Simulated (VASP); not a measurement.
# Si (a cell with a defect) in VASP: a series of runs

Si (a cell with a defect) is run at these levels: PBE+D3(BJ); tasks: single point.

Everything below comes from runs of VASP 6.6.1. Logs are shortened: lines on timing, memory, paths and dates and some standing lists are left out, and cuts for length are marked.

## Step 1: The cell of the first run

The cell holds a defect, 17 atoms: a = 7.679 Å, b = 7.679 Å, c = 7.679 Å, α = 60.00°, β = 60.00°, γ = 60.00°.

## Step 2: Single point, PBE+D3(BJ)

INCAR

```
PREC = Accurate
ENCUT = 520
EDIFF = 1E-6
ISMEAR = 0
SIGMA = 0.05
LREAL = Auto
LASPH = T
NELM = 80
ALGO = Normal
ISIF = 2
LWAVE = F
LCHARG = F
GGA = PE
IVDW = 12
NBANDS = 48
```

KPOINTS

```
Automatic mesh
0
Gamma
  2 2 2
```

POSCAR

```
Si
1.0
    0.0000000000      5.4300000000      5.4300000000
    5.4300000000      0.0000000000      5.4300000000
    5.4300000000      5.4300000000      0.0000000000
Si
17
Direct
    0.0002049724     -0.0012156538      0.0005594843
    0.1212836096      0.1281073665      0.1224758748
   -0.0079954880      0.0027557090      0.5027360037
    0.1213383057      0.1282443831      0.6282482505
    0.0001964088      0.5004461326      0.0004387661
    0.1251443831      0.6249062615      0.1249193370
    0.0002027624      0.5005572744      0.4987983425
    0.1212750460      0.6225021179      0.6281004604
    0.5015866483      0.0020652855     -0.0056400552
    0.6279428177      0.1280000921      0.1222087477
    0.5017339779      0.0023686004      0.5023601289
    0.6235152855      0.1258068140      0.6257261510
    0.4990534070      0.5003184162      0.0003178637
    0.6279782689      0.6219994475      0.1219646409
    0.5015679558      0.4944456722      0.5020278085
    0.6279438306      0.6222233886      0.6280044199
    0.3735952118      0.8757639042      0.3756865562
```

Potentials or basis: VASP PAW PBE potentials, release 64 (Si).

The run is started by

```sh
cat potpaw_PBE.64/Si/POTCAR > POTCAR
mpirun -np 1 vasp_std > vasp.out
```

OUTCAR:

```text
PREC = Accurate
   ENCUT = 520
   EDIFF = 1E-6
   ISMEAR = 0
   LREAL = Auto
   LASPH = T
   NELM = 80
   ISIF = 2
   GGA = PE
   IVDW = 12
 IVDW          = 12

 ion  position               nearest neighbor table
   1  0.000  0.999  0.001-  10 2.33   4 2.33   2 2.33   6 2.34
   2  0.121  0.128  0.122-   1 2.33   5 2.33   3 2.38   9 2.38  17 2.74
   3  0.992  0.003  0.503-  12 2.31   8 2.38   2 2.38   4 2.38  17 2.39
   4  0.121  0.128  0.628-   1 2.33   7 2.33   3 2.38  11 2.39  17 2.74
   5  0.000  0.500  0.000-  14 2.33   8 2.33   2 2.33   6 2.34
   6  0.125  0.625  0.125-   1 2.34   7 2.34   5 2.34  13 2.34
   7  0.000  0.501  0.499-  16 2.33   4 2.33   8 2.33   6 2.34
   8  0.121  0.623  0.628-   7 2.33   5 2.33   3 2.38  15 2.38  17 2.75
   9  0.502  0.002  0.994-  12 2.31  14 2.38  10 2.38   2 2.38  17 2.39
  10  0.628  0.128  0.122-   1 2.33  13 2.33   9 2.38  11 2.38  17 2.75
  11  0.502  0.002  0.502-  12 2.31  16 2.38  10 2.38   4 2.39  17 2.39
  12  0.624  0.126  0.626-   3 2.31  11 2.31   9 2.31  15 2.31
  13  0.499  0.500  0.000-  14 2.33  16 2.33  10 2.33   6 2.34
  14  0.628  0.622  0.122-   5 2.33  13 2.33  15 2.38   9 2.38  17 2.76
  15  0.502  0.494  0.502-  12 2.31  14 2.38  16 2.38   8 2.38  17 2.39
  16  0.628  0.622  0.628-   7 2.33  13 2.33  15 2.38  11 2.38  17 2.75
  17  0.374  0.876  0.376-  15 2.39   9 2.39  11 2.39   3 2.39   4 2.74   2 2.74   8 2.75  10 2.75
                            16 2.75  14 2.76

  LATTYP: Found a face centered cubic cell.
 ALAT       =    10.8600000000

  Lattice vectors:

 A1 = (   0.0000000000,   5.4300000000,   5.4300000000)
 A2 = (   5.4300000000,   0.0000000000,   5.4300000000)
 A3 = (   5.4300000000,   5.4300000000,   0.0000000000)

Analysis of symmetry for initial positions (statically):
=====================================================================
 Subroutine PRICEL returns:
 Original cell was already a primitive cell.

 Routine SETGRP: Setting up the symmetry group for a
 face centered cubic supercell.

 Subroutine GETGRP returns: Found  1 space group operations
 (whereof  1 operations were pure point group operations)
 out of a pool of 48 trial point group operations.

The static configuration has the point symmetry C_1 .

Analysis of symmetry for dynamics (positions and initial velocities):
=====================================================================
 Subroutine PRICEL returns:
 Original cell was already a primitive cell.

 Routine SETGRP: Setting up the symmetry group for a
 face centered cubic supercell.

 Subroutine GETGRP returns: Found  1 space group operations
 (whereof  1 operations were pure point group operations)
 out of a pool of 48 trial point group operations.

The dynamic configuration has the point symmetry C_1 .

 Subroutine INISYM returns: Found  1 space group operations
 (whereof  1 operations are pure point group operations),
 and found     1 'primitive' translations

----------------------------------------------------------------------------------------

                                     Primitive cell

  volume of cell :     320.2060

  direct lattice vectors                    reciprocal lattice vectors
     0.000000000  5.430000000  5.430000000    -0.092081031  0.092081031  0.092081031
     5.430000000  0.000000000  5.430000000     0.092081031 -0.092081031  0.092081031
     5.430000000  5.430000000  0.000000000     0.092081031  0.092081031 -0.092081031

  length of vectors
     7.679179644  7.679179644  7.679179644     0.159489025  0.159489025  0.159489025

  position of ions in fractional coordinates (direct lattice)
     0.000204972  0.998784346  0.000559484
     0.121283610  0.128107366  0.122475875
     0.992004512  0.002755709  0.502736004
     0.121338306  0.128244383  0.628248251
     0.000196409  0.500446133  0.000438766
     0.125144383  0.624906262  0.124919337
[... 9 lines left out ...]
     0.627943831  0.622223389  0.628004420
     0.373595212  0.875763904  0.375686556

  ion indices of the primitive-cell ions
   primitive index   ion index
                 1           1
                 2           2
                 3           3
                 4           4
                 5           5
                 6           6
[... 9 lines left out ...]
                16          16
                17          17

----------------------------------------------------------------------------------------

 KPOINTS: Automatic mesh

Automatic generation of k-mesh.
 Grid dimensions read from file:
 generate k-points for:    2    2    2

 Generating k-lattice:

  Cartesian coordinates                     Fractional coordinates (reciprocal lattice)
    -0.046040516  0.046040516  0.046040516     0.500000000  0.000000000  0.000000000
     0.046040516 -0.046040516  0.046040516     0.000000000  0.500000000  0.000000000
     0.046040516  0.046040516 -0.046040516     0.000000000  0.000000000  0.500000000

  Length of vectors
     0.079744512  0.079744512  0.079744512

  Shift w.r.t. Gamma in fractional coordinates (k-lattice)
     0.000000000  0.000000000  0.000000000

 Subroutine IBZKPT returns following result:
 ===========================================

 Found      8 irreducible k-points:

 Following reciprocal coordinates:
            Coordinates               Weight
  0.000000  0.000000  0.000000      1.000000
  0.500000  0.000000  0.000000      1.000000
  0.000000  0.500000  0.000000      1.000000
  0.000000  0.000000  0.500000      1.000000
  0.500000  0.500000  0.500000      1.000000
  0.500000  0.500000  0.000000      1.000000
  0.000000  0.500000  0.500000      1.000000
  0.500000  0.000000  0.500000      1.000000
   k-points           NKPTS =      8   k-points in BZ     NKDIM =      8   number of bands    NBANDS=     48
   number of dos      NEDOS =    301   number of ions     NIONS =     17
   total plane-waves  NPLWV = 216000
   dimension x,y,z NGX =    60 NGY =   60 NGZ =   60
   dimension x,y,z NGXF=   120 NGYF=  120 NGZF=  120
   ions per type =              17
   NGX,Y,Z   is equivalent  to a cutoff of  12.99, 12.99, 12.99 a.u.
   NGXF,Y,Z  is equivalent  to a cutoff of  25.98, 25.98, 25.98 a.u.
 SYSTEM =  unknown system
   PREC   = accura    normal or accurate (medium, high low for compatibility)
   ISTART =      0    job   : 0-new  1-cont  2-samecut
   ICHARG =      2    charge: 1-file 2-atom 10-const
   ISPIN  =      1    spin polarized calculation?
   LNONCOLLINEAR =      F non collinear calculations
   LSORBIT =      F    spin-orbit coupling
   LASPH  =      T    aspherical Exc in radial PAW
   ENCUT  =  520.0 eV  38.22 Ry    6.18 a.u.  14.28 14.28 14.28*2*pi/ulx,y,z
   NELM   =     80;   NELMIN=  2; NELMDL= -5     # of ELM steps
   EDIFF  = 0.1E-05   stopping-criterion for ELM
   LREAL  =      T    real-space projection
   EDIFFG = 0.1E-04   stopping-criterion for IOM
   NSW    =      0    number of steps for IOM
   IBRION =     -1    ionic relax: 0-MD 1-quasi-New 2-CG
   NFREE  =      0    steps in history (QN), initial steepest desc. (CG)
   ISIF   =      2    stress and relaxation
   ISYM   =      2    0-nonsym 1-usesym 2-fastsym
   POTIM  = 0.5000    time-step for ionic-motion
   TEBEG  =    0.0;   TEEND  =   0.0 temperature during run
   PSTRESS=    0.0 pullay stress
   NELECT =      68.0000    total number of electrons
   NUPDOWN=      -1.0000    fix difference up-down
   EMIN   =  10.00;   EMAX   =-10.00  energy-range for DOS
   EFERMI =   0.00;   METHOD = LEGACY
   ISMEAR =     0;   SIGMA  =   0.05  broadening in eV -4-tet -1-fermi 0-gaus
   EFERMI_NEDOS =   21; number of points for ismear=-14 and -15
   IALGO  =     38    algorithm
   IMIX   =      4    mixing-type and parameters
     AMIX     =   0.40;   BMIX     =  1.00
     AMIX_MAG =   1.60;   BMIX_MAG =  1.00
  volume/ion in A,a.u.               =      18.84       127.11
  Fermi-wavevector in a.u.,A,eV,Ry     =   0.976715  1.845724 12.979587  0.953973
  Thomas-Fermi vector in A             =   2.107356
   LORBIT       =      0    0 simple, 1 ext, 2 COOP (PROOUT), +10 PAW based schemes
   GGA     = PE    functional components
   LHFCALC =     F    Hartree Fock is set to
   AEXX    =    0.0000 exact exchange contribution
   IVDW    =    12    specifies the selected vdW correction
   LEPSILON=     F    determine dielectric tensor
   LRPA    =     F    only Hartree local field effects (RPA)
 non-spin polarized calculation
 Gauss-broadening in eV      SIGMA  =   0.05
  energy-cutoff  :      520.00
  volume of cell :      320.21
 maximum number of plane-waves:      8646
 NGX is ok and might be reduce to    60
   NGX = 29   NGY = 29   NGZ = 29

 number of electron      68.0000001 magnetization

 Free energy of the ion-electron system (eV)
  ---------------------------------------------------
  ext. energy  EPLUGINS =         0.00000000
  ---------------------------------------------------
  free energy    TOTEN  =       -87.99578067 eV

  energy without entropy =      -87.98586705  energy(sigma->0) =      -87.99082386

 E-fermi :   6.9096     XC(G=0):  -9.6743

 val. band max:        6.6801790755   @ k =   0.0000   0.0000   0.0000
 cond. band min:       6.9250583192   @ k =   0.0000   0.5000   0.5000
 fundamental gap:      0.2448792437
 Fermi energy:         6.9095862385

 k-point     1 :       0.0000    0.0000    0.0000
  band No.  band energies     occupation
      1      -6.3184      2.00000
      2      -3.7714      2.00000
      3      -3.6297      2.00000
      4      -3.6277      2.00000
      5      -3.6273      2.00000
      6      -2.8075      2.00000
[... 38 lines left out ...]
     45       8.1213      0.00000
     46       9.0622      0.00000

 k-point     2 :       0.5000    0.0000    0.0000
  band No.  band energies     occupation
      1      -5.9159      2.00000
      2      -4.9569      2.00000
      3      -3.5704      2.00000
      4      -3.4257      2.00000
      5      -3.4248      2.00000
      6      -2.9555      2.00000
[... 286 lines left out ...]
 k-point     8 :       0.5000    0.0000    0.5000
  band No.  band energies     occupation
      1      -5.7832      2.00000
      2      -4.7233      2.00000
      3      -3.9917      2.00000
      4      -3.8782      2.00000
      5      -3.8774      2.00000
      6      -3.6256      2.00000
[... 38 lines left out ...]
     45      10.1225      0.00000
     46      10.1254      0.00000
 [bands above 46 left out]

------------------------ aborting loop because EDIFF is reached ----------------------------------------

 Edisp (eV)   -5.64336

 E8    (eV) :    -2.3346

  FORCE on cell =-STRESS in cart. coord.  units (eV):
  Direction    XX          YY          ZZ          XY          YZ          ZX
  --------------------------------------------------------------------------------------
  -------------------------------------------------------------------------------------
  Total       4.77404     4.78006     4.78044     0.00456    -0.00735     0.00523
  in kB      23.88728    23.91743    23.91932     0.02283    -0.03676     0.02616
  external pressure =       23.91 kB  Pullay stress =        0.00 kB

 VOLUME and BASIS-vectors are now :
 -----------------------------------------------------------------------------
  energy-cutoff  :      520.00
  volume of cell :      320.21
      direct lattice vectors                 reciprocal lattice vectors
     0.000000000  5.430000000  5.430000000    -0.092081031  0.092081031  0.092081031
     5.430000000  0.000000000  5.430000000     0.092081031 -0.092081031  0.092081031
     5.430000000  5.430000000  0.000000000     0.092081031  0.092081031 -0.092081031

 POSITION                                       TOTAL-FORCE (eV/Angst)
 -----------------------------------------------------------------------------------
      5.42644      0.00415      5.42451        -0.013574      0.014558     -0.013202
      1.36067      1.32361      1.35419        -0.003311      0.013659      0.005778
      2.74482      8.11644      5.40155        -0.009019      0.011048      0.011154
      4.10776      4.07026      1.35523        -0.015123      0.003319      0.003477
      2.71980      0.00345      2.71849         0.011531      0.015837      0.015991
      4.07155      1.35785      4.07278         0.002581     -0.001345     -0.001276
[... 9 lines left out ...]
      6.78874      6.81980      6.78841         0.002317     -0.019792     -0.004215
      6.79538      4.06860      6.78402         0.002304     -0.000950     -0.000764
 -----------------------------------------------------------------------------------
    total drift:                               -0.006092      0.004033      0.004989

  FREE ENERGIE OF THE ION-ELECTRON SYSTEM (eV)
  ---------------------------------------------------
  free  energy   TOTEN  =       -93.6391405118 eV

  energy  without entropy=      -93.6292268939  energy(sigma->0) =      -93.63418370
```

Run time: 2 min. Hardware: 1 thread of Intel Xeon 6975P-C (Granite Rapids), shared host; peak memory 0.47 GiB.

What came out:

```
Free energy                : -93.6391 eV
Pressure                   : 2.4 GPa
Largest force              : 0.028 eV/Å
Band gap on the k mesh     : zero (band 34 reaches 6.93 eV, above the bottom of band 35 at 6.67 eV)
Dispersion energy per atom : -0.332 eV
```

Forces on the atoms (eV/Å):
```
Si  -0.014  0.015 -0.013
Si  -0.003  0.014  0.006
Si  -0.009  0.011  0.011
Si  -0.015  0.003  0.003
Si   0.012  0.016  0.016
Si   0.003 -0.001 -0.001
Si  -0.014 -0.013  0.015
Si  -0.003  0.006  0.014
Si  -0.005 -0.011  0.006
Si   0.003 -0.004 -0.019
Si   0.005 -0.001 -0.001
Si   0.002 -0.001 -0.001
Si   0.014 -0.017 -0.017
Si   0.027 -0.002 -0.002
Si  -0.006  0.007 -0.011
Si   0.002 -0.020 -0.004
Si   0.002 -0.001 -0.001
```

Levels at points of the mesh, in eV from the Fermi level:
| k point | band 31 | band 32 | band 33 | band 34 | band 35 | band 36 | band 37 | band 38 |
| --- | --- | --- | --- | --- | --- | --- | --- | --- |
| (0.00, 0.00, 0.00) | -0.82 | -0.82 | -0.82 | -0.24 | -0.24 | -0.23 | 0.09 | 0.09 |
| (0.50, 0.00, 0.00) | -1.57 | -1.43 | -1.43 | -0.34 | 0.54 | 0.54 | 0.89 | 0.90 |
| (0.00, 0.50, 0.00) | -1.57 | -1.43 | -1.43 | -0.35 | 0.53 | 0.54 | 0.90 | 0.90 |
| (0.00, 0.00, 0.50) | -1.57 | -1.43 | -1.43 | -0.35 | 0.53 | 0.54 | 0.90 | 0.90 |
| (0.50, 0.50, 0.50) | -1.57 | -1.43 | -1.43 | -0.35 | 0.53 | 0.54 | 0.90 | 0.90 |
| (0.50, 0.50, 0.00) | -2.02 | -1.89 | -0.99 | 0.02 | 0.72 | 1.02 | 1.03 | 1.15 |
| (0.00, 0.50, 0.50) | -2.02 | -1.89 | -0.99 | 0.02 | 0.72 | 1.02 | 1.03 | 1.15 |
| (0.50, 0.00, 0.50) | -2.02 | -1.89 | -0.99 | 0.02 | 0.72 | 1.02 | 1.03 | 1.15 |

Caveat: the k points lie up to 0.50 Å⁻¹ apart.

## Step 3: Single point, PBE+D3(BJ)

INCAR

```
ALGO = Normal
EDIFF = 1E-6
ENCUT = 520
GGA = PE
ISIF = 2
ISMEAR = 0
IVDW = 12
LASPH = T
LCHARG = F
LREAL = Auto
LWAVE = F
NBANDS = 48
NELM = 100
PREC = Accurate
SIGMA = 0.05
```

KPOINTS

```
k-points
0
Gamma
  2 2 2
```

POSCAR

```
Si
1.0
    0.0000000000      5.4300000000      5.4300000000
    5.4300000000      0.0000000000      5.4300000000
    5.4300000000      5.4300000000      0.0000000000
Si
17
Direct
   -0.0029639042      0.0028016575      0.0032324125
    0.1262860958      0.1245645488      0.1245743094
   -0.0029680479      0.0027947514      0.4969328729
    0.1232266114      0.1303783610      0.6231989871
   -0.0031019337      0.4970078269      0.0030396869
    0.1226491713      0.6226771639      0.1320624309
   -0.0001980663      0.4989748619      0.5005831492
    0.1226287293      0.6226561694      0.6225931860
    0.5000370166      0.0001930018     -0.0001097606
    0.6246358195      0.1246358195      0.1246383978
    0.5031267956      0.0029019337      0.4969892265
    0.6246313996      0.1246308471      0.6261032228
    0.5029216390      0.4970833333      0.0031271639
    0.6244996317      0.6264801105      0.1245095764
    0.5029157459      0.4970781768      0.4968698895
    0.6312448435      0.6229562615      0.6229006446
    0.2497727440      0.7488911602      0.7506359116
```

Potentials or basis: VASP PAW PBE potentials, release 64 (Si).

The run is started by

```sh
cat potpaw_PBE.64/Si/POTCAR > POTCAR
mpirun -np 1 vasp_std > vasp.out
```

Wall time 1.9 min (1 thread of Intel Xeon 6975P-C (Granite Rapids), shared host); peak memory 0.47 GiB.

The run converged. Its results:

- Free energy: -93.6392 eV
- Pressure: 2.4 GPa
- Largest force: 0.015 eV/Å
- Band gap on the k mesh: zero (band 34 reaches 6.93 eV, above the bottom of band 35 at 6.67 eV)
- Dispersion energy per atom: -0.332 eV

Forces in eV/Å, atoms in the order of the input:
```
Si  -0.010  0.000 -0.002
Si  -0.002  0.002  0.008
Si   0.000  0.010 -0.002
Si   0.010 -0.010  0.006
Si  -0.001  0.002  0.011
Si  -0.011 -0.006  0.001
Si   0.000  0.000  0.000
Si   0.006  0.011  0.001
Si   0.000  0.000  0.001
Si  -0.005 -0.008 -0.002
Si  -0.001  0.001 -0.012
Si   0.008  0.005 -0.002
Si  -0.001 -0.010 -0.003
Si   0.003 -0.002  0.005
Si   0.010  0.001 -0.003
Si  -0.005  0.004 -0.005
Si  -0.001  0.001 -0.001
```

Levels at points of the mesh, in eV from the Fermi level:
| k point | band 31 | band 32 | band 33 | band 34 | band 35 | band 36 | band 37 | band 38 |
| --- | --- | --- | --- | --- | --- | --- | --- | --- |
| (0.00, 0.00, 0.00) | -0.82 | -0.82 | -0.82 | -0.24 | -0.24 | -0.23 | 0.09 | 0.09 |
| (0.50, 0.00, 0.00) | -1.57 | -1.43 | -1.43 | -0.34 | 0.53 | 0.54 | 0.90 | 0.90 |
| (0.00, 0.50, 0.00) | -1.58 | -1.43 | -1.43 | -0.35 | 0.53 | 0.54 | 0.90 | 0.90 |
| (0.00, 0.00, 0.50) | -1.57 | -1.43 | -1.43 | -0.34 | 0.53 | 0.54 | 0.90 | 0.90 |
| (0.50, 0.50, 0.50) | -1.57 | -1.43 | -1.43 | -0.34 | 0.53 | 0.54 | 0.90 | 0.90 |
| (0.50, 0.50, 0.00) | -2.02 | -1.89 | -0.99 | 0.02 | 0.72 | 1.02 | 1.03 | 1.15 |
| (0.00, 0.50, 0.50) | -2.02 | -1.89 | -0.99 | 0.02 | 0.72 | 1.02 | 1.03 | 1.15 |
| (0.50, 0.00, 0.50) | -2.02 | -1.89 | -0.99 | 0.02 | 0.72 | 1.02 | 1.03 | 1.15 |

Caveat: the k points lie up to 0.50 Å⁻¹ apart.
